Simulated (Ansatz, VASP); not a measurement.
**Two plane-wave programs on SiC**

```
CELL_PARAMETERS angstrom
3.05290 0.00000 0.00000
-1.52645 2.64389 0.00000
0.00000 0.00000 5.42897
ATOMIC_POSITIONS crystal
Si 0.33333 0.66667 0.00460
Si 0.66667 0.33333 0.50460
C 0.33333 0.66667 0.38040
C 0.66667 0.33333 0.88040
```

Alike in both runs: task relaxation of the atoms; functional LDA; k mesh 12 × 12 × 6; occupations gaussian, width 0.05 eV; no spin polarisation.

|  | VASP | Ansatz |
| --- | --- | --- |
| version | VASP 6.6.1 | Ansatz 0.2.0 |
| potentials or method | VASP PAW LDA potentials, release 64 (Si, C), cutoff 520 eV | scalar-relativistic, plane waves, PAW |
| valence electrons in the cell | 16 | 16 |

|  | VASP | Ansatz | Ansatz less VASP |
| --- | --- | --- | --- |
| gap on the k mesh at the Fermi level, each at its own relaxed structure (eV) | 1.84 | 1.87 | +0.021 |

Ansatz warns that its potentials were made for another functional, while VASP's fit it. LDA's correlation is that of Perdew and Zunger in VASP and of Perdew and Wang (1992) in Ansatz. Ansatz's warnings: stress scf threshold loose.
